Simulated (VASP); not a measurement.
A run of VASP 6.6.1 is set up as follows.

File INCAR:

```
ALGO = Normal
EDIFF = 1E-6
EDIFFG = -0.01
ENCUT = 600
GGA = PE
IBRION = 2
ISIF = 3
ISMEAR = 0
LASPH = True
LCHARG = False
LREAL = False
LWAVE = False
NELM = 60
NSW = 100
PREC = Accurate
SIGMA = 0.1
```

File KPOINTS:

```
k-points
0
Gamma
  8 8 8
```

The input POSCAR:

```
InSe2
1.0
    0.0000000000      4.1871067836      4.1871067836
    4.1871067836      0.0000000000      4.1871067836
    4.1871067836      4.1871067836      0.0000000000
In Se
2 4
Direct
    0.0000000000      0.0000000000      0.0000000000
    0.2500000000      0.2500000000      0.2500000000
    0.6250000000      0.6250000000      0.6250000000
    0.1250000000      0.6250000000      0.6250000000
    0.6250000000      0.6250000000      0.1250000000
    0.6250000000      0.1250000000      0.6250000000
```

Potentials or basis: VASP PAW PBE potentials, release 64 (In_d, Se).

Launch:

```bash
$ cat potpaw_PBE.64/In_d/POTCAR potpaw_PBE.64/Se/POTCAR > POTCAR
$ mpirun -np 1 vasp_std > vasp.out
```

(1) Estimate the relaxed volume.

(2) Estimate the band gap on the k mesh.

(3) What does it give for the space group after relaxing (to 0.1 Å)?

(4) Estimate the relaxed cell.

Results:

(1) 25.45 Å³/atom.

(2) zero (bands 25 and 26 overlap by 1.49 eV).

(3) Fd-3m (No. 227).

(4) a = 5.999 Å, b = 5.999 Å, c = 5.999 Å, α = 60.00°, β = 60.00°, γ = 60.00°.

Caveat: spin-orbit coupling is left out, which moves the levels of the heavy elements.
